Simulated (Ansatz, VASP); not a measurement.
**One calculation of Cd3Cl3O, two programs**

```
Cd Cl O
1.0
     3.91021    2.25756    3.11719
    -3.91021    2.25756    3.11719
     0.00000   -4.51512    3.11719
Cd Cl O
3 3 1
Direct
  0.50827 0.06998 0.50827
  0.50827 0.50827 0.06998
  0.06998 0.50827 0.50827
  0.98518 0.98518 0.48215
  0.48215 0.98518 0.98518
  0.98518 0.48215 0.98518
  0.46245 0.46245 0.46245
```

Change from the starting cell: the structure that the rattled cell fell into.

Alike in both runs: task single point; functional PBE; k mesh 3 × 3 × 3; occupations gaussian, width 0.1 eV; no spin polarisation.

|  | VASP | Ansatz |
| --- | --- | --- |
| version | VASP 6.6.1 | Ansatz 0.2.0 |
| potentials or method | VASP PAW PBE potentials, release 64 (Cd_sv_GW, Cl, O), cutoff 700 eV | scalar-relativistic, plane waves, PAW |
| valence electrons in the cell | 87 | 87 |

|  | VASP | Ansatz | Ansatz less VASP |
| --- | --- | --- | --- |
| gap on the k mesh at the Fermi level (eV) | none | none | - |
| pressure (GPa) | 0.2 | 0.2 | +0.03 |
| rms of the force components (eV/Å) | 0.028 | 0.021 | -0.0073 |

Atom by atom the forces differ by 0.008 eV/Å (rms over components). A gap of «none» marks a metal or a gap that the smearing closes.

The k mesh is coarse, so the values compare programs but aren't converged.
